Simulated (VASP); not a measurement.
# Si (Fm-3m) in VASP: a series of runs, part 2 of 2

VASP 6.6.1. The steps go on from the part before.

### 4 Single point, revPBE (volume scaled by 1.12)

Contents of INCAR:

```
SYSTEM = Si
PREC = Accurate ; ENCUT = 500
EDIFF = 1E-6 ; ISMEAR = -1
SIGMA = 0.1 ; LREAL = .False.
LASPH = .True. ; NELM = 120
ALGO = Normal ; ISIF = 2
LWAVE = .False. ; LCHARG = .True.
GGA = RE ; LELF = .True.
LVHAR = .True. ; NBANDS = 8
GGA_COMPAT = .False.
```

Contents of KPOINTS:

```
Automatic mesh
0
Gamma
  16 16 16
  0 0 0
```

Contents of POSCAR:

```
Si
1.0
    0.0000000000      2.0132656064      2.0132656064
    2.0132656064      0.0000000000      2.0132656064
    2.0132656064      2.0132656064      0.0000000000
Si
1
Direct
    0.0000000000      0.0000000000      0.0000000000
```

Run with:

```sh
cat potpaw_PBE.64/Si/POTCAR > POTCAR
mpirun -np 1 vasp_std > vasp.out
```

Wall time 22 s (1 thread of Intel Xeon 8259CL, shared host); peak memory 0.14 GiB.

The run converged. Its results:

```
Free energy            : -4.6173 eV
Pressure               : -7.4 GPa
Band gap on the k mesh : zero (band 2 reaches 18.52 eV, above the bottom of band 3 at 6.00 eV)
```

Levels at points of the mesh, in eV from the Fermi level:
| k point | band 1 | band 2 | band 3 | band 4 | band 5 | band 6 |
| --- | --- | --- | --- | --- | --- | --- |
| (0.00, 0.00, 0.00) | -13.40 | 9.81 | 9.81 | 9.81 | 11.42 | 11.42 |
| (0.50, 0.00, 0.00) | -7.29 | -6.22 | 7.55 | 7.55 | 10.44 | 10.44 |
| (0.50, 0.50, 0.00) | -4.81 | -4.50 | 2.86 | 2.86 | 4.54 | 6.17 |

Caveat: the cell differs from its parent crystal (volume scaled by 1.12); the PAW data sets were made with another functional, which shifts forces and pressure a little.

### 5 Relaxation of cell and atoms, revPBE

This run uses another cell than the first one, of 15.02 Å³/atom, 0.991 times its volume.

Contents of INCAR:

```
PREC     = Accurate       # precision mode
ENCUT    = 500            # plane-wave cutoff, eV
EDIFF    = 1E-7           # SCF threshold, eV
ISMEAR   = -1             # smearing method
SIGMA    = 0.1            # smearing width, eV
LREAL    = False          # projectors in reciprocal space
LASPH    = True           # aspherical terms in the spheres
NELM     = 120            # most SCF steps
ALGO     = Normal         # electronic algorithm
ISIF     = 3              # what is computed and relaxed
LWAVE    = False          # write WAVECAR
LCHARG   = False          # write CHGCAR
GGA      = RE             # functional
IBRION   = 2              # ionic algorithm
NSW      = 80             # ionic steps
EDIFFG   = -0.01          # ionic threshold
GGA_COMPAT= False        
NELMIN   = 4
```

Contents of KPOINTS:

```
regular mesh
0
Gamma
  14 14 14
```

Contents of POSCAR:

```
Si
1.0
    0.0000000000      1.9581061854      1.9581061854
    1.9581061854      0.0000000000      1.9581061854
    1.9581061854      1.9581061854      0.0000000000
Si
1
Direct
    0.0000000000      0.0000000000      0.0000000000
```

Potentials or basis: VASP PAW PBE potentials, release 64 (Si).

Run with:

```sh
cat potpaw_PBE.64/Si/POTCAR > POTCAR
mpirun -np 1 vasp_std > vasp.out
```

OUTCAR:

```text
PREC = Accurate
   ENCUT = 500
   EDIFF = 1E-7
   ISMEAR = -1
   LREAL = False
   LASPH = True
   NELM = 120
   ISIF = 3
   GGA = RE
   IBRION = 2
   NSW = 80
   EDIFFG = -0.01
   NELMIN = 4

 ion  position               nearest neighbor table
   1  0.000  0.000  0.000-

  LATTYP: Found a face centered cubic cell.
 ALAT       =     3.9162123708

  Lattice vectors:

 A1 = (   0.0000000000,   1.9581061854,   1.9581061854)
 A2 = (   1.9581061854,   0.0000000000,   1.9581061854)
 A3 = (   1.9581061854,   1.9581061854,   0.0000000000)

Analysis of symmetry for initial positions (statically):
=====================================================================
 Subroutine PRICEL returns:
 Original cell was already a primitive cell.

 Routine SETGRP: Setting up the symmetry group for a
 face centered cubic supercell.

 Subroutine GETGRP returns: Found 48 space group operations
 (whereof 48 operations were pure point group operations)
 out of a pool of 48 trial point group operations.

[... 423 lines left out ...]
  ---------------------------------------------------
  ext. energy  EPLUGINS =         0.00000000
  ---------------------------------------------------
  free energy    TOTEN  =        -4.66110033 eV

  energy without entropy =       -4.64651152  energy(sigma->0) =       -4.65380592

 E-fermi :  10.2246     XC(G=0): -11.1801

 val. band max:       10.2191183625   @ k =   0.4286   0.2857   0.0000
 cond. band min:      10.2273168897   @ k =   0.5000   0.3571   0.1429
 fundamental gap:      0.0081985272
 Fermi energy:        10.2245816956

 k-point     1 :       0.0000    0.0000    0.0000
  band No.  band energies     occupation
      1      -4.2342      2.00000
      2      21.3916      0.00000
      3      21.3916      0.00000
      4      21.3916      0.00000
      5      22.0765      0.00000
      6      22.0765      0.00000
[... 199 lines left out ...]
 k-point    24 :       0.2857    0.1429    0.0000
  band No.  band energies     occupation
      1      -2.0669      2.00000
      2      12.4403      0.00000
      3      16.5003      0.00000
      4      17.9246      0.00000
      5      19.5586      0.00000
      6      22.9845      0.00000

 [... further k-points ...]
[... 5 lines left out ...]
  --------------------------------------------------------------------------------------
  -------------------------------------------------------------------------------------
  Total        0.0071501      0.0071501      0.0071501     -0.0000000     -0.0000000     -0.0000000
  in kB        0.7902210      0.7902210      0.7902210     -0.0000000     -0.0000000     -0.0000000
  external PRESSURE =       0.7902210 kB  Pullay stress =       0.0000000 kB

 VOLUME and BASIS-vectors are now :
 -----------------------------------------------------------------------------
  energy-cutoff  :      500.00
  volume of cell :       14.50
      direct lattice vectors                 reciprocal lattice vectors
     0.000000000  1.935301249  1.935301249    -0.258357711  0.258357711  0.258357711
     1.935301249  0.000000000  1.935301249     0.258357711 -0.258357711  0.258357711
     1.935301249  1.935301249  0.000000000     0.258357711  0.258357711 -0.258357711

 POSITION                                       TOTAL-FORCE (eV/Angst)
 -----------------------------------------------------------------------------------
      1.93530      1.93530      0.00000         0.000000      0.000000      0.000000
 -----------------------------------------------------------------------------------
    total drift:                                0.000000      0.000000     -0.000000

  FREE ENERGIE OF THE ION-ELECTRON SYSTEM (eV)
  ---------------------------------------------------
  free  energy   TOTEN  =        -4.6611003259 eV

  energy  without entropy=       -4.6465115172  energy(sigma->0) =       -4.65380592

 reached required accuracy - stopping structural energy minimisation
```

OSZICAR:

```text
N       E                     dE             d eps       ncg     rms          rms(c)
DAV:   1    -0.121019787348E+01   -0.12102E+01   -0.16720E+03  1308   0.484E+02
DAV:   2    -0.464645838576E+01   -0.34363E+01   -0.31628E+01  1740   0.407E+01
DAV:   3    -0.467929466360E+01   -0.32836E-01   -0.32816E-01  1602   0.426E+00
DAV:   4    -0.467933261691E+01   -0.37953E-04   -0.37955E-04  1770   0.164E-01
DAV:   5    -0.467933266214E+01   -0.45232E-07   -0.44635E-07  1584   0.383E-03    0.292E+00
DAV:   6    -0.466514110493E+01    0.14192E-01   -0.43960E-03  1434   0.390E-01    0.160E+00
DAV:   7    -0.465694741581E+01    0.81937E-02   -0.89812E-03  1356   0.553E-01    0.161E-01
DAV:   8    -0.465691081727E+01    0.36599E-04   -0.44344E-05  1890   0.684E-02    0.143E-02
DAV:   9    -0.465691084040E+01   -0.23129E-07   -0.72271E-07  1446   0.598E-03
   1 F= -.46569108E+01 E0= -.46492711E+01  d E =-.465691E+01
       N       E                     dE             d eps       ncg     rms          rms(c)
DAV:   1    -0.466336564844E+01   -0.64548E-02   -0.13741E-01  1314   0.199E+00    0.367E-01
DAV:   2    -0.466193954201E+01    0.14261E-02   -0.78558E-04  1524   0.283E-01    0.204E-01
DAV:   3    -0.466109982377E+01    0.83972E-03   -0.91467E-04  1362   0.177E-01    0.751E-02
DAV:   4    -0.466109981099E+01    0.12787E-07   -0.24639E-06  1710   0.186E-02    0.705E-02
DAV:   5    -0.466110099963E+01   -0.11886E-05   -0.64340E-07  1464   0.775E-03    0.365E-02
DAV:   6    -0.466110022629E+01    0.77335E-06   -0.34803E-08   882   0.215E-03    0.658E-03
DAV:   7    -0.466110032593E+01   -0.99640E-07   -0.18383E-09   726   0.515E-04
   2 F= -.46611003E+01 E0= -.46538059E+01  d E =-.418949E-02
```

CONTCAR:

```text
Si
   1.00000000000000
     0.0000000000000000    1.9353012494079964    1.9353012494079964
     1.9353012494079964    0.0000000000000000    1.9353012494079964
     1.9353012494079964    1.9353012494079964    0.0000000000000000
  Si
     1
Direct
     0.0000000000000000    0.0000000000000000    1.0000000000000000

  0.00000000E+00  0.00000000E+00  0.00000000E+00
```

Run time: 17 s. Hardware: 1 thread of Intel Xeon 8259CL, shared host; peak memory 0.12 GiB.

What came out:

```yaml
Free_energy: -4.6611 eV
Relaxed_volume: 14.50 Å³/atom
Relaxed_cell: a = 2.737 Å, b = 2.737 Å, c = 2.737 Å, α = 60.00°, β = 60.00°, γ = 60.00°
Space_group_after_relaxing_to_0.05_Å: Fm-3m (No. 225)
Energy_gained_by_relaxing: 4.2 meV/atom
Ionic_steps: 2
Pressure_after_relaxing: 0.1 GPa
Band_gap_on_the_k_mesh: zero (band 2 reaches 21.39 eV, above the bottom of band 3 at 7.34 eV)
```

Step by step:
```tsv
step	energy change (eV)	largest force (eV/Å)	pressure (GPa)	volume (Å³)
1	0.0000	0.0000	-2.58	15.02
2	-0.0042	0.0000	0.08	14.50
```

Final structure:
```
Si
1.0
     0.00000    1.93530    1.93530
     1.93530    0.00000    1.93530
     1.93530    1.93530    0.00000
Si
1
Direct
  0.00000 0.00000 0.00000
```

Caveat: the PAW data sets were made with another functional, which shifts forces and pressure a little.

### 6 Single point, revPBE

This run uses another cell than the first one, of 14.57 Å³/atom, 0.962 times its volume.

Contents of INCAR:

```
  PREC = Accurate
  ENCUT = 500
  EDIFF = 1E-6
  ISMEAR = -1
  SIGMA = 0.1
  LREAL = False
  LASPH = True
  NELM = 120
  ALGO = Normal
  ISIF = 2
  LWAVE = False
  LCHARG = False
  GGA = RE
  NBANDS = 8
  GGA_COMPAT = False
```

Contents of KPOINTS:

```
regular mesh
0
Gamma
  23 23 23
```

Contents of POSCAR:

```
Si
1.0
    0.0000000000      1.9386306146      1.9386306146
    1.9386306146      0.0000000000      1.9386306146
    1.9386306146      1.9386306146      0.0000000000
Si
1
Direct
    0.0000000000      0.0000000000      0.0000000000
```

Potentials or basis: VASP PAW PBE potentials, release 64 (Si).

Run with:

```sh
cat potpaw_PBE.64/Si/POTCAR > POTCAR
mpirun -np 1 vasp_std > vasp.out
```

It took 43 s on 1 thread of Intel Xeon 8259CL, shared host; peak memory 0.14 GiB.

Results (log left out):

```yaml
Free_energy: -4.6647 eV
Pressure: -0.1 GPa
Band_gap_on_the_k_mesh: zero (band 2 reaches 21.26 eV, above the bottom of band 3 at 7.13 eV)
```

Levels at points of the mesh, in eV from the Fermi level:
```csv
k point,band 1,band 2,band 3,band 4,band 5,band 6
"(0.00, 0.00, 0.00)",-14.41,11.10,11.10,11.10,11.83,11.83
```

Caveat: the PAW data sets were made with another functional, which shifts forces and pressure a little.

### 7 Overview

| task | cell | k mesh | gap on the mesh (eV) | pressure (GPa) |
| --- | --- | --- | --- | --- |
| single point | a = 2.778 Å, angles 60.0°, 1 atom | 16 × 16 × 16 | none | -3.1 |
| single point | a = 2.813 Å, angles 60.0°, 1 atom | 16 × 16 × 16 | none | -5.5 |
| single point | a = 2.847 Å, angles 60.0°, 1 atom | 16 × 16 × 16 | none | -7.4 |
| relaxation of cell and atoms | relaxed from a = 2.769 Å, angles 60.0°, 1 atom | 14 × 14 × 14 | none | 0.1 |
| single point | a = 2.742 Å, angles 60.0°, 1 atom | 23 × 23 × 23 | none | -0.1 |

Alike in all rows: level revPBE; potentials or basis VASP PAW PBE potentials, release 64 (Si); no spin polarisation; cutoff (eV) 500; smearing fermi-dirac 0.1 eV.

Caveats: the PAW data sets were made with another functional, which shifts forces and pressure a little.

Absolute energies hang on the potentials; compare differences alone.
